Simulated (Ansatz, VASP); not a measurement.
**Cl: VASP beside Ansatz**

Contents of INCAR:

```
SYSTEM = Cl
PREC = Accurate
ENCUT = 600
EDIFF = 1E-6
ISMEAR = 0
SIGMA = 0.1
LREAL = .FALSE.
LASPH = .TRUE.
NELM = 100
ALGO = Normal
ISIF = 3
LWAVE = .FALSE.
LCHARG = .FALSE.
GGA = PE
IBRION = 2
NSW = 90
EDIFFG = -0.04
```

Contents of KPOINTS:

```
Automatic mesh
0
G
  4 4 4
  0 0 0
```

Contents of POSCAR:

```
Cl
1.0
    2.8523544800     -3.4697473300      0.0000000000
    2.8523544800      3.4697473300      0.0000000000
    0.0000000000      0.0000000000      5.3700143100
Cl
4
Direct
    0.6283268200      0.3716731800      0.0014038900
    0.3716731800      0.6283268200      0.5014038900
    0.6283268200      0.3716731800      0.4985961100
    0.3716731800      0.6283268200      0.9985961100
```

Input for Ansatz:

```yaml
crystal:
  lattice:
    - [2.85235448, -3.46974733, 0.0]
    - [2.85235448, 3.46974733, 0.0]
    - [0.0, 0.0, 5.37001431]
  atoms:
    - { symbol: Cl, position: [0.62832682, 0.37167318, 0.00140389] }
    - { symbol: Cl, position: [0.37167318, 0.62832682, 0.50140389] }
    - { symbol: Cl, position: [0.62832682, 0.37167318, 0.49859611] }
    - { symbol: Cl, position: [0.37167318, 0.62832682, 0.99859611] }
basis:
  ecutwfc: 420
kpoints:
  mp_grid: { grid: [4, 4, 4] }
hamiltonian:
  xc: pbe
scf:
  occupations: { method: gaussian, width: 0.1 }
  lower_state_search: "off"
output:
  forces: true
  stress: true
  eigenvalues: true
relax:
  adjacent_minimum: "off"
  f_tol: 0.04
  max_steps: 70
  cell: { stress_tol: 0.4 }
```

Alike in both runs: task relaxation of cell and atoms; functional PBE; k mesh 4 × 4 × 4; occupations gaussian, width 0.1 eV; no spin polarisation.

```csv
,VASP,Ansatz
version,VASP 6.6.1,Ansatz 0.2.0
potentials or method,"VASP PAW PBE potentials, release 64 (Cl), cutoff 600 eV","scalar-relativistic, plane waves, PAW"
valence electrons in the cell,28,28
```

```csv
,VASP,Ansatz,Ansatz less VASP
"gap on the k mesh at the Fermi level, each at its own relaxed structure (eV)",2.54,1.79,-0.755
relaxed volume (Å³/atom),55.95,40.33,-15.625
relaxed length of the cell vector where the two differ most in proportion (Å),5.338,5.108,-0.2291
```

One of these differences is far larger than is usual between the two programs; its cause wasn't traced.

Noted on VASP's run: the volume moved by over 15 % at a fixed basis, so the end points are rough.
